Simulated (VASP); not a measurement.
# Ta2C3 (P-3m1) in VASP: further runs

Runs on Ta2C3. Level: PBE. Tasks: single point, relaxation of cell and atoms.

Everything below comes from runs of VASP 6.6.1. Logs are shortened: lines on timing, memory, paths and dates and some standing lists are left out, and cuts for length are marked.

### 1 The cell of the first run

It takes space group P-3m1 (No. 164, trigonal). The conventional cell has a = 3.025 Å, b = 3.025 Å, c = 6.441 Å, α = 90.00°, β = 90.00°, γ = 120.00°. Within 2.9 Å of Ta (site symmetry 3m) lie 7 C at 2.17 to 2.36 Å. C (site symmetry -3m) has 6 Ta at 2.20 Å within 2.9 Å. C (site symmetry 3m) has 3 C at 1.84 Å and 4 Ta at 2.17 to 2.36 Å within 2.4 Å.

### 2 Single point, PBE

File INCAR:

```
SYSTEM = Ta2C3
ALGO = Normal
EDIFF = 1E-6
ENCUT = 520
GGA = PE
ISIF = 2
ISMEAR = 0
LASPH = .TRUE.
LCHARG = .TRUE.
LELF = .TRUE.
LREAL = .FALSE.
LVHAR = .TRUE.
LWAVE = .FALSE.
NBANDS = 25
NELM = 100
PREC = Accurate
SIGMA = 0.1
```

File KPOINTS:

```
k-points
0
G
  12 12 6
  0 0 0
```

File POSCAR:

```
Ta2C3
1.0
    3.0250637760      0.0000000000      0.0000000000
   -1.5125318880      2.6197820781      0.0000000000
    0.0000000000      0.0000000000      6.4414230442
Ta C
2 3
Direct
    0.3333333333      0.6666666667      0.2083520802
    0.6666666667      0.3333333333      0.7916479198
    0.0000000000      0.0000000000      0.0000000000
    0.3333333333      0.6666666667      0.5453293478
    0.6666666667      0.3333333333      0.4546706522
```

Potentials or basis: VASP PAW PBE potentials, release 64 (Ta_pv, C).

Run with:

```bash
cat potpaw_PBE.64/Ta_pv/POTCAR potpaw_PBE.64/C/POTCAR > POTCAR
mpirun -np 1 vasp_std > vasp.out
```

OUTCAR:

```text
SYSTEM = Ta2C3
   EDIFF = 1E-6
   ENCUT = 520
   GGA = PE
   ISIF = 2
   ISMEAR = 0
   LASPH = .TRUE.
   LREAL = .FALSE.
   NELM = 100
   PREC = Accurate

 ion  position               nearest neighbor table
   1  0.333  0.667  0.208-   4 2.17   3 2.20   3 2.20   3 2.20   5 2.36   5 2.36   5 2.36   2 3.20
                             2 3.20   2 3.20
   2  0.667  0.333  0.792-   5 2.17   3 2.20   3 2.20   3 2.20   4 2.36   4 2.36   4 2.36   1 3.20
                             1 3.20   1 3.20
   3  0.000  0.000  0.000-   1 2.20   2 2.20   2 2.20   1 2.20   2 2.20   1 2.20
   4  0.333  0.667  0.545-   5 1.84   5 1.84   5 1.84   1 2.17   2 2.36   2 2.36   2 2.36
   5  0.667  0.333  0.455-   4 1.84   4 1.84   4 1.84   2 2.17   1 2.36   1 2.36   1 2.36

  LATTYP: Found a hexagonal cell.
 ALAT       =     3.0250637760
 C/A-ratio  =     2.1293511546

  Lattice vectors:

 A1 = (   3.0250637760,   0.0000000000,   0.0000000000)
 A2 = (  -1.5125318880,   2.6197820781,   0.0000000000)
 A3 = (   0.0000000000,   0.0000000000,   6.4414230442)

Analysis of symmetry for initial positions (statically):
=====================================================================
 Subroutine PRICEL returns:
 Original cell was already a primitive cell.

 Routine SETGRP: Setting up the symmetry group for a
 hexagonal supercell.

 Subroutine GETGRP returns: Found 12 space group operations
 (whereof 12 operations were pure point group operations)
 out of a pool of 24 trial point group operations.

The static configuration has the point symmetry D_3d.

Analysis of symmetry for dynamics (positions and initial velocities):
=====================================================================
 Subroutine PRICEL returns:
 Original cell was already a primitive cell.

 Routine SETGRP: Setting up the symmetry group for a
 hexagonal supercell.

 Subroutine GETGRP returns: Found 12 space group operations
 (whereof 12 operations were pure point group operations)
 out of a pool of 24 trial point group operations.

The dynamic configuration has the point symmetry D_3d.

 Subroutine INISYM returns: Found 12 space group operations
 (whereof 12 operations are pure point group operations),
 and found     1 'primitive' translations

----------------------------------------------------------------------------------------

                                     Primitive cell

  volume of cell :      51.0483

  direct lattice vectors                    reciprocal lattice vectors
     3.025063776  0.000000000  0.000000000     0.330571543  0.190855569  0.000000000
    -1.512531888  2.619782078  0.000000000     0.000000000  0.381711139  0.000000000
     0.000000000  0.000000000  6.441423044     0.000000000  0.000000000  0.155245199

  length of vectors
     3.025063776  3.025063776  6.441423044     0.381711139  0.381711139  0.155245199

  position of ions in fractional coordinates (direct lattice)
     0.333333333  0.666666667  0.208352080
     0.666666667  0.333333333  0.791647920
     0.000000000  0.000000000  0.000000000
     0.333333333  0.666666667  0.545329348
     0.666666667  0.333333333  0.454670652

  ion indices of the primitive-cell ions
   primitive index   ion index
                 1           1
                 2           2
                 3           3
                 4           4
                 5           5

----------------------------------------------------------------------------------------

 KPOINTS: k-points

Automatic generation of k-mesh.
 Grid dimensions read from file:
 generate k-points for:   12   12    6

 Generating k-lattice:

  Cartesian coordinates                     Fractional coordinates (reciprocal lattice)
     0.027547629  0.015904631  0.000000000     0.083333333  0.000000000  0.000000000
     0.000000000  0.031809262  0.000000000     0.000000000  0.083333333  0.000000000
     0.000000000  0.000000000  0.025874200     0.000000000  0.000000000  0.166666667

  Length of vectors
     0.031809262  0.031809262  0.025874200

  Shift w.r.t. Gamma in fractional coordinates (k-lattice)
     0.000000000  0.000000000  0.000000000

 Subroutine IBZKPT returns following result:
 ===========================================

 Found    100 irreducible k-points:

 Following reciprocal coordinates:
            Coordinates               Weight
  0.000000  0.000000  0.000000      1.000000
  0.083333  0.000000  0.000000      6.000000
  0.166667  0.000000  0.000000      6.000000
  0.250000  0.000000  0.000000      6.000000
  0.333333  0.000000  0.000000      6.000000
  0.416667  0.000000  0.000000      6.000000
[... 16 lines left out ...]
  0.166667  0.000000  0.166667      6.000000
  0.000000  0.166667  0.166667      6.000000
 [... further k-points ...]
   k-points           NKPTS =    100   k-points in BZ     NKDIM =    100   number of bands    NBANDS=     25
   number of dos      NEDOS =    301   number of ions     NIONS =      5
   total plane-waves  NPLWV =  27648
   dimension x,y,z NGX =    24 NGY =   24 NGZ =   48
   dimension x,y,z NGXF=    48 NGYF=   48 NGZF=   96
   ions per type =               2   3
   NGX,Y,Z   is equivalent  to a cutoff of  13.19, 13.19, 12.39 a.u.
   NGXF,Y,Z  is equivalent  to a cutoff of  26.38, 26.38, 24.78 a.u.
 SYSTEM =  Ta2C3
   PREC   = accura    normal or accurate (medium, high low for compatibility)
   ISTART =      0    job   : 0-new  1-cont  2-samecut
   ICHARG =      2    charge: 1-file 2-atom 10-const
   ISPIN  =      1    spin polarized calculation?
   LNONCOLLINEAR =      F non collinear calculations
   LSORBIT =      F    spin-orbit coupling
   LASPH  =      T    aspherical Exc in radial PAW
   ENCUT  =  520.0 eV  38.22 Ry    6.18 a.u.   5.62  5.62 11.98*2*pi/ulx,y,z
   NELM   =    100;   NELMIN=  2; NELMDL= -5     # of ELM steps
   EDIFF  = 0.1E-05   stopping-criterion for ELM
   LREAL  =      F    real-space projection
   EDIFFG = 0.1E-04   stopping-criterion for IOM
   NSW    =      0    number of steps for IOM
   IBRION =     -1    ionic relax: 0-MD 1-quasi-New 2-CG
   NFREE  =      0    steps in history (QN), initial steepest desc. (CG)
   ISIF   =      2    stress and relaxation
   ISYM   =      2    0-nonsym 1-usesym 2-fastsym
   POTIM  = 0.5000    time-step for ionic-motion
   TEBEG  =    0.0;   TEEND  =   0.0 temperature during run
   PSTRESS=    0.0 pullay stress
   NELECT =      34.0000    total number of electrons
   NUPDOWN=      -1.0000    fix difference up-down
   EMIN   =  10.00;   EMAX   =-10.00  energy-range for DOS
   EFERMI =   0.00;   METHOD = LEGACY
   ISMEAR =     0;   SIGMA  =   0.10  broadening in eV -4-tet -1-fermi 0-gaus
   EFERMI_NEDOS =   21; number of points for ismear=-14 and -15
   IALGO  =     38    algorithm
   IMIX   =      4    mixing-type and parameters
     AMIX     =   0.40;   BMIX     =  1.00
     AMIX_MAG =   1.60;   BMIX_MAG =  1.00
  volume/ion in A,a.u.               =      10.21        68.90
  Fermi-wavevector in a.u.,A,eV,Ry     =   1.429686  2.701715 27.810332  2.044002
  Thomas-Fermi vector in A             =   2.549613
   LORBIT       =      0    0 simple, 1 ext, 2 COOP (PROOUT), +10 PAW based schemes
   GGA     = PE    functional components
   LHFCALC =     F    Hartree Fock is set to
   AEXX    =    0.0000 exact exchange contribution
   IVDW    =     0    specifies the selected vdW correction
   LEPSILON=     F    determine dielectric tensor
   LRPA    =     F    only Hartree local field effects (RPA)
 non-spin polarized calculation
 Gauss-broadening in eV      SIGMA  =   0.10
  energy-cutoff  :      520.00
  volume of cell :       51.05
 maximum number of plane-waves:      1415
 NGX is ok and might be reduce to    24
   NGX = 11   NGY = 11   NGZ = 23

 number of electron      33.9999997 magnetization

 Free energy of the ion-electron system (eV)
  ---------------------------------------------------
  ext. energy  EPLUGINS =         0.00000000
  ---------------------------------------------------
  free energy    TOTEN  =       -49.93647620 eV

  energy without entropy =      -49.93038076  energy(sigma->0) =      -49.93342848

 E-fermi :   8.4116     XC(G=0): -13.1067

 val. band max:        8.4054226474   @ k =   0.2500   0.0000   0.0000
 cond. band min:       8.4200276062   @ k =  -0.0833   0.2500   0.3333
 fundamental gap:      0.0146049588
 Fermi energy:         8.4115897405

 k-point     1 :       0.0000    0.0000    0.0000
  band No.  band energies     occupation
      1     -26.9608      2.00000
      2     -26.5658      2.00000
      3     -26.2498      2.00000
      4     -26.2498      2.00000
      5     -26.2219      2.00000
      6     -26.2219      2.00000
[... 17 lines left out ...]
     24      11.9599      0.00000
     25      11.9599      0.00000

 k-point     2 :       0.0833    0.0000    0.0000
  band No.  band energies     occupation
      1     -26.9461      2.00000
      2     -26.5634      2.00000
      3     -26.3032      2.00000
      4     -26.2743      2.00000
      5     -26.2643      2.00000
      6     -26.2313      2.00000
[... 17 lines left out ...]
     24      11.8707      0.00000
     25      12.0707      0.00000

 k-point     3 :       0.1667    0.0000    0.0000
  band No.  band energies     occupation
      1     -26.9057      2.00000
      2     -26.5639      2.00000
      3     -26.4413      2.00000
      4     -26.4134      2.00000
      5     -26.3025      2.00000
      6     -26.2584      2.00000
[... 17 lines left out ...]
     24      12.2330      0.00000
     25      12.4914      0.00000

 k-point     4 :       0.2500    0.0000    0.0000
  band No.  band energies     occupation
      1     -26.8539      2.00000
      2     -26.6645      2.00000
      3     -26.5959      2.00000
      4     -26.5227      2.00000
      5     -26.3524      2.00000
      6     -26.2968      2.00000
[... 17 lines left out ...]
     24      12.7221      0.00000
     25      13.3339      0.00000
[... 477 lines left out ...]
 k-point    22 :       0.0000    0.0833    0.1667
  band No.  band energies     occupation
      1     -26.9346      2.00000
      2     -26.5762      2.00000
      3     -26.3028      2.00000
      4     -26.2744      2.00000
      5     -26.2635      2.00000
      6     -26.2322      2.00000
[... 17 lines left out ...]
     24      12.1974      0.00000
     25      12.2363      0.00000

 k-point    23 :       0.1667    0.0000    0.1667
  band No.  band energies     occupation
      1     -26.8956      2.00000
      2     -26.5766      2.00000
      3     -26.4389      2.00000
      4     -26.4139      2.00000
      5     -26.3020      2.00000
      6     -26.2588      2.00000
[... 17 lines left out ...]
     24      12.2224      0.00000
     25      12.9902      0.00000

 k-point    24 :       0.0000    0.1667    0.1667
  band No.  band energies     occupation
      1     -26.8959      2.00000
      2     -26.5750      2.00000
      3     -26.4420      2.00000
      4     -26.4121      2.00000
      5     -26.3014      2.00000
      6     -26.2594      2.00000
[... 17 lines left out ...]
     24      12.2528      0.00000
     25      12.6121      0.00000

 [... further k-points ...]
[... 5 lines left out ...]
  --------------------------------------------------------------------------------------
  -------------------------------------------------------------------------------------
  Total        0.1850131      0.1850131      0.3251356      0.0000000      0.0000000     -0.0000000
  in kB        5.8067302      5.8067302     10.2045440      0.0000000      0.0000000     -0.0000000
  external PRESSURE =       7.2726681 kB  Pullay stress =       0.0000000 kB

 VOLUME and BASIS-vectors are now :
 -----------------------------------------------------------------------------
  energy-cutoff  :      520.00
  volume of cell :       51.05
      direct lattice vectors                 reciprocal lattice vectors
     3.025063776  0.000000000  0.000000000     0.330571543  0.190855569  0.000000000
    -1.512531888  2.619782078  0.000000000     0.000000000  0.381711139  0.000000000
     0.000000000  0.000000000  6.441423044     0.000000000  0.000000000  0.155245199

 POSITION                                       TOTAL-FORCE (eV/Angst)
 -----------------------------------------------------------------------------------
     -0.00000      1.74652      1.34208         0.000000     -0.000000     -0.009021
      1.51253      0.87326      5.09934        -0.000000      0.000000      0.009021
      0.00000      0.00000      0.00000         0.000000      0.000000      0.000000
     -0.00000      1.74652      3.51270        -0.000000      0.000000      0.004772
      1.51253      0.87326      2.92873         0.000000     -0.000000     -0.004772
 -----------------------------------------------------------------------------------
    total drift:                                0.000000     -0.000000      0.000000

  FREE ENERGIE OF THE ION-ELECTRON SYSTEM (eV)
  ---------------------------------------------------
  free  energy   TOTEN  =       -49.9364762011 eV

  energy  without entropy=      -49.9303807587  energy(sigma->0) =      -49.93342848
```

Wall time 59 s (1 thread of Intel Xeon Platinum 8488C (Sapphire Rapids), shared host); peak memory 0.25 GiB.

Results:

- Free energy: -49.9365 eV
- Pressure: 0.7 GPa
- Largest force: 0.009 eV/Å
- Band gap on the k mesh: zero (band 17 reaches 9.90 eV, above the bottom of band 18 at 7.42 eV)

Forces on the atoms (eV/Å):
```
Ta   0.000  0.000 -0.009
Ta   0.000  0.000  0.009
C    0.000  0.000  0.000
C    0.000  0.000  0.005
C    0.000  0.000 -0.005
```

Levels at points of the mesh, in eV from the Fermi level:
| k point | band 15 | band 16 | band 17 | band 18 | band 19 | band 20 |
| --- | --- | --- | --- | --- | --- | --- |
| (0.00, 0.00, 0.00) | -3.74 | -1.61 | -0.36 | -0.36 | 0.75 | 0.75 |
| (0.50, 0.00, 0.00) | -3.64 | -3.11 | 0.25 | 0.98 | 1.16 | 4.16 |
| (0.00, 0.00, 0.50) | -2.62 | -1.30 | -1.30 | -0.63 | 1.25 | 1.25 |
| (0.50, 0.00, 0.50) | -3.86 | -3.80 | -1.67 | 3.18 | 3.35 | 4.04 |

Caveat: spin-orbit coupling is left out, which moves the levels of the heavy elements.

(Continued in part 2 of 2.)
